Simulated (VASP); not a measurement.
# BaS (I4/mmm) in VASP: further runs

The runs below take BaS through single point, with r2SCAN.

All numbers are computed with VASP 6.6.1; they aren't measurements. Logs are shortened: lines on timing, memory, paths and dates and some standing lists are left out, and cuts for length are marked.

**1. The cell of the first run**

Symmetry: I4/mmm, No. 139, tetragonal system. The conventional cell has a = 4.517 Å, b = 4.517 Å, c = 6.899 Å, α = 90.00°, β = 90.00°, γ = 90.00°. Ba (site symmetry 4/mmm) has 6 S at 3.19 to 3.45 Å within 4.2 Å. S (site symmetry 4/mmm) has 6 Ba at 3.19 to 3.45 Å within 4.2 Å.

**2. Single point, r2SCAN (strain +0.000 along x and y, +0.080 along z)**

Input file POSCAR:

```
BaS
1.0
    0.0000000000      3.1937500000      3.4492500000
    3.1937500000      0.0000000000      3.4492500000
    3.1937500000      3.1937500000      0.0000000000
Ba S
1 1
Direct
    0.0000000000      0.0000000000      0.0000000000
    0.5000000000      0.5000000000      0.5000000000
```

Input file INCAR.step1:

```
SYSTEM = BaS
ALGO = Normal ; EDIFF = 1E-4
ENCUT = 520 ; GGA = PE
ISMEAR = 0 ; LASPH = .True.
LCHARG = .False. ; LREAL = .False.
LWAVE = .True. ; NBANDS = 15
NELM = 100 ; PREC = Accurate
SIGMA = 0.05
```

Input file INCAR.step2:

```
SYSTEM = BaS
ALGO = Normal ; EDIFF = 1E-7
ENCUT = 520 ; ISIF = 2
ISMEAR = 0 ; ISTART = 1
LASPH = .True. ; LCHARG = .True.
LELF = .True. ; LMIXTAU = .True.
LREAL = .False. ; LVHAR = .True.
LWAVE = .False. ; METAGGA = R2SCAN
NBANDS = 15 ; NELM = 100
PREC = Accurate ; SIGMA = 0.05
```

Input file KPOINTS:

```
k-points
0
Gamma
  6 6 6
  0 0 0
```

Potentials or basis: VASP PAW PBE potentials, release 64 (Ba_sv, S).

Started as:

```console
$ cat potpaw_PBE.64/Ba_sv/POTCAR potpaw_PBE.64/S/POTCAR > POTCAR
$ cp INCAR.step1 INCAR
$ mpirun -np 1 vasp_std > vasp.out
$ cp INCAR.step2 INCAR
$ mpirun -np 1 vasp_std > vasp.out
```

OUTCAR:

```text
SYSTEM = BaS
   EDIFF = 1E-7
   ENCUT = 520
   ISIF = 2
   ISMEAR = 0
   ISTART = 1
   LASPH = .True.
   LREAL = .False.
   METAGGA = R2SCAN
   NELM = 100
   PREC = Accurate

 ion  position               nearest neighbor table
   1  0.000  0.000  0.000-   2 3.19   2 3.19   2 3.19   2 3.19   2 3.45   2 3.45
   2  0.500  0.500  0.500-   1 3.19   1 3.19   1 3.19   1 3.19   1 3.45   1 3.45

  LATTYP: Found a body centered tetragonal cell.
 ALAT       =     4.5166445648
 C/A-ratio  =     1.5273506474

  Lattice vectors:

 A1 = (  -3.1937500000,   0.0000000000,   3.4492500000)
 A2 = (   3.1937500000,   0.0000000000,   3.4492500000)
 A3 = (   0.0000000000,   3.1937500000,  -3.4492500000)

Analysis of symmetry for initial positions (statically):
=====================================================================
 Subroutine PRICEL returns:
 Original cell was already a primitive cell.

 Routine SETGRP: Setting up the symmetry group for a
 body centered tetragonal supercell.

 Subroutine GETGRP returns: Found 16 space group operations
 (whereof 16 operations were pure point group operations)
 out of a pool of 16 trial point group operations.

The static configuration has the point symmetry D_4h.

Analysis of symmetry for dynamics (positions and initial velocities):
=====================================================================
 Subroutine PRICEL returns:
 Original cell was already a primitive cell.

 Routine SETGRP: Setting up the symmetry group for a
 body centered tetragonal supercell.

 Subroutine GETGRP returns: Found 16 space group operations
 (whereof 16 operations were pure point group operations)
 out of a pool of 16 trial point group operations.

The dynamic configuration has the point symmetry D_4h.

 Subroutine INISYM returns: Found 16 space group operations
 (whereof 16 operations are pure point group operations),
 and found     1 'primitive' translations

----------------------------------------------------------------------------------------

                                     Primitive cell

  volume of cell :      70.3650

  direct lattice vectors                    reciprocal lattice vectors
     0.000000000  3.193750000  3.449250000    -0.156555773  0.156555773  0.144959049
     3.193750000  0.000000000  3.449250000     0.156555773 -0.156555773  0.144959049
     3.193750000  3.193750000  0.000000000     0.156555773  0.156555773 -0.144959049

  length of vectors
     4.700783405  4.700783405  4.516644565     0.264636630  0.264636630  0.264636630

  position of ions in fractional coordinates (direct lattice)
     0.000000000  0.000000000  0.000000000
     0.500000000  0.500000000  0.500000000

  ion indices of the primitive-cell ions
   primitive index   ion index
                 1           1
                 2           2

----------------------------------------------------------------------------------------

 KPOINTS: k-points

Automatic generation of k-mesh.
 Grid dimensions read from file:
 generate k-points for:    6    6    6

 Generating k-lattice:

  Cartesian coordinates                     Fractional coordinates (reciprocal lattice)
    -0.026092629  0.026092629  0.024159842     0.166666667  0.000000000  0.000000000
     0.026092629 -0.026092629  0.024159842     0.000000000  0.166666667  0.000000000
     0.026092629  0.026092629 -0.024159842     0.000000000  0.000000000  0.166666667

  Length of vectors
     0.044106105  0.044106105  0.044106105

  Shift w.r.t. Gamma in fractional coordinates (k-lattice)
     0.000000000  0.000000000  0.000000000

 Subroutine IBZKPT returns following result:
 ===========================================

 Found     30 irreducible k-points:

 Following reciprocal coordinates:
            Coordinates               Weight
  0.000000  0.000000  0.000000      1.000000
  0.166667  0.000000  0.000000      8.000000
  0.333333 -0.000000  0.000000      8.000000
  0.500000  0.000000  0.000000      4.000000
  0.166667  0.166667  0.000000      2.000000
  0.333333  0.166667  0.000000      8.000000
[... 16 lines left out ...]
  0.333333  0.000000  0.333333      4.000000
  0.500000  0.000000  0.333333     16.000000
 [... further k-points ...]
   k-points           NKPTS =     30   k-points in BZ     NKDIM =     30   number of bands    NBANDS=     15
   number of dos      NEDOS =    301   number of ions     NIONS =      2
   total plane-waves  NPLWV =  46656
   dimension x,y,z NGX =    36 NGY =   36 NGZ =   36
   dimension x,y,z NGXF=    72 NGYF=   72 NGZF=   72
   ions per type =               1   1
   NGX,Y,Z   is equivalent  to a cutoff of  12.73, 12.73, 13.25 a.u.
   NGXF,Y,Z  is equivalent  to a cutoff of  25.46, 25.46, 26.50 a.u.
 SYSTEM =  BaS
   PREC   = accura    normal or accurate (medium, high low for compatibility)
   ISTART =      1    job   : 0-new  1-cont  2-samecut
   ICHARG =      0    charge: 1-file 2-atom 10-const
   ISPIN  =      1    spin polarized calculation?
   LNONCOLLINEAR =      F non collinear calculations
   LSORBIT =      F    spin-orbit coupling
   LASPH  =      T    aspherical Exc in radial PAW
   ENCUT  =  520.0 eV  38.22 Ry    6.18 a.u.   8.74  8.74  8.40*2*pi/ulx,y,z
   NELM   =    100;   NELMIN=  2; NELMDL=  0     # of ELM steps
   EDIFF  = 0.1E-06   stopping-criterion for ELM
   LREAL  =      F    real-space projection
   EDIFFG = 0.1E-05   stopping-criterion for IOM
   NSW    =      0    number of steps for IOM
   IBRION =     -1    ionic relax: 0-MD 1-quasi-New 2-CG
[... 14 lines left out ...]
     AMIX     =   0.40;   BMIX     =  1.00
     AMIX_MAG =   1.60;   BMIX_MAG =  1.00
  volume/ion in A,a.u.               =      35.18       237.42
  Fermi-wavevector in a.u.,A,eV,Ry     =   0.999224  1.888259 13.584705  0.998448
  Thomas-Fermi vector in A             =   2.131499
   LORBIT       =      0    0 simple, 1 ext, 2 COOP (PROOUT), +10 PAW based schemes
   METAGGA = R2SCAN    functional components
   LHFCALC =     F    Hartree Fock is set to
   AEXX    =    0.0000 exact exchange contribution
   IVDW    =     0    specifies the selected vdW correction
   LEPSILON=     F    determine dielectric tensor
   LRPA    =     F    only Hartree local field effects (RPA)
 non-spin polarized calculation
 Gauss-broadening in eV      SIGMA  =   0.05
  energy-cutoff  :      520.00
  volume of cell :       70.36
 maximum number of plane-waves:      1922
   NGX = 17   NGY = 17   NGZ = 17

 number of electron      15.9999999 magnetization

 Free energy of the ion-electron system (eV)
  ---------------------------------------------------
  ext. energy  EPLUGINS =         0.00000000
  ---------------------------------------------------
  free energy    TOTEN  =       -39.13675959 eV

  energy without entropy =      -39.13675959  energy(sigma->0) =      -39.13675959

 E-fermi :   1.1305     XC(G=0):  -8.7342

 val. band max:        0.9030376000   @ k =   0.0000   0.0000   0.0000
 cond. band min:       3.4084956518   @ k =   0.5000   0.0000   0.5000
 fundamental gap:      2.5054580518
 Fermi energy:         1.1304736282

 k-point     1 :       0.0000    0.0000    0.0000
  band No.  band energies     occupation
      1     -26.2119      2.00000
      2     -10.8878      2.00000
      3     -10.8446      2.00000
      4     -10.8446      2.00000
      5      -9.8559      2.00000
      6       0.7344      2.00000
      7       0.9030      2.00000
      8       0.9030      2.00000
      9       4.4769      0.00000
     10       4.8090      0.00000
     11       5.3062      0.00000
     12       5.3062      0.00000
     13       6.1211      0.00000
     14       6.2951      0.00000
     15       9.9045      0.00000

 k-point     2 :       0.1667    0.0000    0.0000
  band No.  band energies     occupation
      1     -26.2038      2.00000
      2     -11.2006      2.00000
      3     -10.8942      2.00000
      4     -10.8442      2.00000
      5      -9.4779      2.00000
      6       0.2604      2.00000
      7       0.5238      2.00000
      8       0.5802      2.00000
      9       5.0456      0.00000
     10       5.3142      0.00000
     11       5.5158      0.00000
     12       5.6577      0.00000
     13       6.8392      0.00000
     14       7.0604      0.00000
     15      10.9029      0.00000

 k-point     3 :       0.3333   -0.0000    0.0000
  band No.  band energies     occupation
      1     -26.1875      2.00000
      2     -11.6288      2.00000
      3     -10.9236      2.00000
      4     -10.8431      2.00000
      5      -8.9843      2.00000
      6      -0.5804      2.00000
      7       0.0666      2.00000
      8       0.0828      2.00000
      9       5.6393      0.00000
     10       6.5199      0.00000
     11       6.5900      0.00000
     12       6.7432      0.00000
     13       8.3043      0.00000
     14       8.8068      0.00000
     15      11.1554      0.00000
[... 343 lines left out ...]
 k-point    23 :       0.3333    0.0000    0.3333
  band No.  band energies     occupation
      1     -26.1770      2.00000
      2     -11.3780      2.00000
      3     -10.9987      2.00000
      4     -10.9775      2.00000
      5      -9.3891      2.00000
      6      -0.2395      2.00000
      7       0.5196      2.00000
      8       0.7028      2.00000
      9       3.7441      0.00000
     10       6.0084      0.00000
     11       7.0908      0.00000
     12       7.8585      0.00000
     13       7.8630      0.00000
     14      10.1148      0.00000
     15      10.9907      0.00000

 k-point    24 :       0.5000    0.0000    0.3333
  band No.  band energies     occupation
      1     -26.1692      2.00000
      2     -11.3606      2.00000
      3     -11.0640      2.00000
      4     -10.9964      2.00000
      5      -9.4620      2.00000
      6       0.0832      2.00000
      7       0.3149      2.00000
      8       0.4582      2.00000
      9       4.0029      0.00000
     10       6.9015      0.00000
     11       7.5991      0.00000
     12       7.9802      0.00000
     13       8.2933      0.00000
     14       9.3310      0.00000
     15      10.1808      0.00000

 [... further k-points ...]

------------------------ aborting loop because EDIFF is reached ----------------------------------------

  FORCE on cell =-STRESS in cart. coord.  units (eV):
  Direction    XX          YY          ZZ          XY          YZ          ZX
  --------------------------------------------------------------------------------------
  -------------------------------------------------------------------------------------
  Total        0.0587920      0.0587920     -1.8440778      0.0000000      0.0000000     -0.0000000
  in kB        1.3386656      1.3386656    -41.9887851      0.0000000      0.0000000     -0.0000000
  external PRESSURE =     -13.1038180 kB  Pullay stress =       0.0000000 kB

 VOLUME and BASIS-vectors are now :
 -----------------------------------------------------------------------------
  energy-cutoff  :      520.00
  volume of cell :       70.36
      direct lattice vectors                 reciprocal lattice vectors
     0.000000000  3.193750000  3.449250000    -0.156555773  0.156555773  0.144959049
     3.193750000  0.000000000  3.449250000     0.156555773 -0.156555773  0.144959049
     3.193750000  3.193750000  0.000000000     0.156555773  0.156555773 -0.144959049

 POSITION                                       TOTAL-FORCE (eV/Angst)
 -----------------------------------------------------------------------------------
      0.00000      0.00000      0.00000        -0.000000      0.000000     -0.000000
      3.19375      3.19375      3.44925         0.000000     -0.000000      0.000000
 -----------------------------------------------------------------------------------
    total drift:                                0.000000      0.000000      0.000000

  FREE ENERGIE OF THE ION-ELECTRON SYSTEM (eV)
  ---------------------------------------------------
  free  energy   TOTEN  =       -39.1367595939 eV

  energy  without entropy=      -39.1367595939  energy(sigma->0) =      -39.13675959
```

Wall time 2.2 min (1 thread of Intel Xeon 6975P-C, shared host); peak memory 0.23 GiB.

What came out:

* Free energy: -39.1368 eV
* Pressure: -1.3 GPa
* Band gap on the k mesh: 2.51 eV, indirect (least direct gap 2.68 eV)

Caveat: the cell differs from its parent crystal (strain +0.000 along x and y, +0.080 along z); the PAW data sets were made with another functional, which shifts forces and pressure a little; spin-orbit coupling is left out, which moves the levels of the heavy elements. A k mesh can miss the band edges.

**3. Single point, r2SCAN (strain +0.080 along x and y, -0.080 along z)**

Input file POSCAR:

```
BaS
1.0
    0.0000000000      3.4492500000      2.9382500000
    3.4492500000      0.0000000000      2.9382500000
    3.4492500000      3.4492500000      0.0000000000
Ba S
1 1
Direct
    0.0000000000      0.0000000000      0.0000000000
    0.5000000000      0.5000000000      0.5000000000
```

Input file INCAR.step1:

```
SYSTEM = BaS
  ALGO = Normal
  EDIFF = 1E-4
  ENCUT = 520
  GGA = PE
  ISMEAR = 0
  LASPH = .True.
  LCHARG = .False.
  LREAL = .False.
  LWAVE = .True.
  NBANDS = 15
  NELM = 60
  PREC = Accurate
  SIGMA = 0.05
```

Input file INCAR.step2:

```
SYSTEM = BaS
  ALGO = Normal
  EDIFF = 1E-7
  ENCUT = 520
  ISIF = 2
  ISMEAR = 0
  ISTART = 1
  LASPH = .True.
  LCHARG = .True.
  LELF = .True.
  LMIXTAU = .True.
  LREAL = .False.
  LVHAR = .True.
  LWAVE = .False.
  METAGGA = R2SCAN
  NBANDS = 15
  NELM = 60
  PREC = Accurate
  SIGMA = 0.05
```

KPOINTS is that of step 2.

Potentials or basis: VASP PAW PBE potentials, release 64 (Ba_sv, S).

Started as:

```console
$ cat potpaw_PBE.64/Ba_sv/POTCAR potpaw_PBE.64/S/POTCAR > POTCAR
$ cp INCAR.step1 INCAR
$ mpirun -np 1 vasp_std > vasp.out
$ cp INCAR.step2 INCAR
$ mpirun -np 1 vasp_std > vasp.out
```

Wall time 2 min (1 thread of Intel Xeon 6975P-C, shared host); peak memory 0.23 GiB.

Results (log left out):

```yaml
Free_energy: -38.8717 eV
Pressure: 1.4 GPa
Band_gap_on_the_k_mesh: 1.97 eV, indirect (least direct gap 2.31 eV)
```

Stress tensor (GPa, compression positive):
```
-3.91  0.00  0.00
 0.00 -3.91  0.00
 0.00  0.00 11.88
```

Levels at points of the mesh, in eV from the valence-band top:
```csv
k point,band 4,band 5,band 6,band 7,band 8,band 9,band 10,band 11,band 12,band 13
"(0.00, 0.00, 0.00)",-12.11,-11.24,-0.64,-0.64,0.00,2.80,3.54,3.54,4.30,4.56
"(0.50, 0.00, 0.00)",-12.14,-9.80,-2.30,-1.60,-1.48,5.23,5.33,6.23,6.50,7.68
"(0.50, 0.50, 0.00)",-12.34,-11.16,-0.85,-0.85,-0.36,1.97,6.04,6.17,6.87,6.87
"(0.50, 0.00, 0.50)",-12.17,-11.16,-1.28,-0.77,-0.10,2.21,4.90,6.62,6.75,7.37
```

Caveat: the cell differs from its parent crystal (strain +0.080 along x and y, -0.080 along z); the PAW data sets were made with another functional, which shifts forces and pressure a little; spin-orbit coupling is left out, which moves the levels of the heavy elements.

**4. Single point, r2SCAN (strain +0.040 along x and y, +0.000 along z)**

Input file POSCAR:

```
BaS
1.0
    0.0000000000      3.3215000000      3.1937500000
    3.3215000000      0.0000000000      3.1937500000
    3.3215000000      3.3215000000      0.0000000000
Ba S
1 1
Direct
    0.0000000000      0.0000000000      0.0000000000
    0.5000000000      0.5000000000      0.5000000000
```

Input file INCAR.step1:

```
SYSTEM = BaS
PREC     = Accurate       ! precision mode
ENCUT    = 520            ! plane-wave cutoff, eV
ISMEAR   = 0              ! smearing method
SIGMA    = 0.05           ! smearing width, eV
LREAL    = .False.        ! projectors in reciprocal space
LASPH    = .True.         ! aspherical terms in the spheres
NELM     = 60             ! most SCF steps
NBANDS   = 15             ! bands
GGA      = PE             ! functional
ALGO     = Normal         ! electronic algorithm
EDIFF    = 1E-4           ! SCF threshold, eV
LWAVE    = .True.         ! write WAVECAR
LCHARG   = .False.        ! write CHGCAR
```

Input file INCAR.step2:

```
SYSTEM = BaS
PREC     = Accurate       ! precision mode
ENCUT    = 520            ! plane-wave cutoff, eV
EDIFF    = 1E-7           ! SCF threshold, eV
ISMEAR   = 0              ! smearing method
SIGMA    = 0.05           ! smearing width, eV
LREAL    = .False.        ! projectors in reciprocal space
LASPH    = .True.         ! aspherical terms in the spheres
NELM     = 60             ! most SCF steps
ALGO     = Normal         ! electronic algorithm
ISIF     = 2              ! what is computed and relaxed
LWAVE    = .False.        ! write WAVECAR
LCHARG   = .False.        ! write CHGCAR
METAGGA  = R2SCAN         ! meta-GGA
LMIXTAU  = .True.       
NBANDS   = 15             ! bands
ISTART   = 1
```

Input file KPOINTS:

```
regular mesh
0
Gamma
  6 6 6
  0 0 0
```

Started as:

```console
$ cat potpaw_PBE.64/Ba_sv/POTCAR potpaw_PBE.64/S/POTCAR > POTCAR
$ cp INCAR.step1 INCAR
$ mpirun -np 1 vasp_std > vasp.out
$ cp INCAR.step2 INCAR
$ mpirun -np 1 vasp_std > vasp.out
```

It took 2 min on 1 thread of Intel Xeon 6975P-C, shared host; peak memory 0.23 GiB.

Results (log left out):

```yaml
Free_energy: -39.1711 eV
Pressure: -1.8 GPa
Band_gap_on_the_k_mesh: 2.48 eV, indirect (least direct gap 2.68 eV)
```

Stress tensor (GPa, compression positive):
```
-2.67  0.00  0.00
 0.00 -2.67  0.00
 0.00  0.00  0.04
```

Levels at points of the mesh, in eV from the valence-band top:
```csv
k point,band 6,band 7,band 8,band 9,band 10,band 11
"(0.00, 0.00, 0.00)",-0.11,-0.11,0.00,3.70,4.13,4.13
"(0.50, 0.00, 0.00)",-1.83,-1.03,-1.01,5.68,5.80,6.44
"(0.50, 0.50, 0.00)",-0.55,-0.29,-0.29,2.48,6.19,6.30
"(0.50, 0.00, 0.50)",-0.73,-0.27,-0.16,2.52,5.98,6.41
```

Caveat: the cell differs from its parent crystal (strain +0.040 along x and y, +0.000 along z); the PAW data sets were made with another functional, which shifts forces and pressure a little; spin-orbit coupling is left out, which moves the levels of the heavy elements. A k mesh can miss the band edges.

**5. Summary**

```csv
cell,gap on the mesh (eV),pressure (GPa)
"a = 4.701, b = 4.701, c = 4.517 Å, angles 61.3, 61.3, 57.4°, 2 atoms",2.51,-1.3
"a = 4.531, b = 4.531, c = 4.878 Å, angles 57.4, 57.4, 65.1°, 2 atoms",1.97,1.4
"a = 4.608, b = 4.608, c = 4.697 Å, angles 59.4, 59.4, 61.3°, 2 atoms",2.48,-1.8
```

Alike in all rows: task single point; level r2SCAN; potentials or basis VASP PAW PBE potentials, release 64 (Ba_sv, S); no spin polarisation; k mesh 6 × 6 × 6; cutoff (eV) 520; smearing gaussian 0.05 eV.

Caveats: the PAW data sets were made with another functional, which shifts forces and pressure a little; spin-orbit coupling is left out, which moves the levels of the heavy elements.

Total energies depend on the potentials used, so only differences within one code and one set of settings carry meaning.
